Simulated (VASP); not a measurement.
Crystal: HfGe.

```
Hf Ge
1.0
     3.50084    0.00000    0.00000
     0.00000    3.50084    0.00000
     0.00000    0.00000    3.50084
Hf Ge
1 1
Direct
  0.00000 0.00000 0.00000
  0.50000 0.50000 0.50000
```

Base run:

```yaml
Program: VASP 6.6.1
Functional: RPBE
Potentials_or_basis: VASP PAW PBE potentials, release 64 (Hf_pv, Ge_d)
Cutoff: 520 eV
k_mesh: 8 × 8 × 8
Occupations: fermi-dirac, width 0.05 eV
Spin: no spin polarisation
```

Its results: band gap on the k mesh zero (band 12 reaches 7.14 eV, above the bottom of band 13 at 5.17 eV); pressure -9.4 GPa.

Task: After a change of settings the same cell gave: band gap on the k mesh zero (band 12 reaches 7.11 eV, above the bottom of band 13 at 5.13 eV); pressure -10.0 GPa. Which change was it?
A. functional from RPBE to LDA; potentials or basis from VASP PAW PBE potentials, release 64 (Hf_pv, Ge_d) to VASP PAW LDA potentials, release 64 (Hf_pv, Ge_d)
B. functional from RPBE to revPBE
C. functional from RPBE to PBEsol
D. functional from RPBE to PBE

Result: B.

Caveats: the PAW data sets were made with another functional, which shifts forces and pressure a little; spin-orbit coupling is left out, which moves the levels of the heavy elements.
